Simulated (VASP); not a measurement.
Wanted: the native input for a VASP 6.6.1 run.

- Task: single point
- Functional: LDA
- Potentials or basis: VASP PAW LDA potentials, release 64 (Si, O)
- Cutoff: 520 eV
- k mesh: 6 × 6 × 10
- Occupations: gaussian, width 0.05 eV
- Spin: no spin polarisation
- Dipole correction: no
- Further INCAR settings: ALGO = Normal; EDIFF = 1e-06; NBANDS = 25

The structure of SiO2 lies in POSCAR:

```
SiO2
1.0
    3.7816328053      0.0000000000      0.0000000000
    0.0000000000      3.7816328053      0.0000000000
    0.0000000000      0.0000000000      2.8018117454
Si O
2 4
Direct
    0.5000000000      0.5000000000      0.5000000000
    0.0000000000      0.0000000000      0.0000000000
    0.6944252994      0.6944252994      0.0000000000
    0.1944252994      0.8055747006      0.5000000000
    0.3055747006      0.3055747006      0.0000000000
    0.8055747006      0.1944252994      0.5000000000
```

This cell differs from its parent crystal: volume 6.678 Å^3 an atom, c/a of the conventional cell 0.7409.

One way to write it, as run:

INCAR

```
PREC = Accurate
ENCUT = 520
EDIFF = 1E-6
ISMEAR = 0
SIGMA = 0.05
LREAL = F
LASPH = T
NELM = 60
ALGO = Normal
ISIF = 2
LWAVE = F
LCHARG = F
GGA = CA
NBANDS = 25
```

KPOINTS

```
Automatic mesh
0
Gamma
  6 6 10
```

Potentials or basis: VASP PAW LDA potentials, release 64 (Si, O).

The run is started by

```bash
$ cat potpaw_LDA.64/Si/POTCAR potpaw_LDA.64/O/POTCAR > POTCAR
$ mpirun -np 1 vasp_std > vasp.out
```

Results of the run:

```
Pressure               : 60.1 GPa
Largest force          : 0.652 eV/Å
Band gap on the k mesh : 5.17 eV, direct
```

It took 35 s on 1 thread of Intel(R) Xeon(R) Platinum 8375C CPU @ 2.90GHz (Ice Lake), with other jobs on the host, peak memory 0.16 GiB.
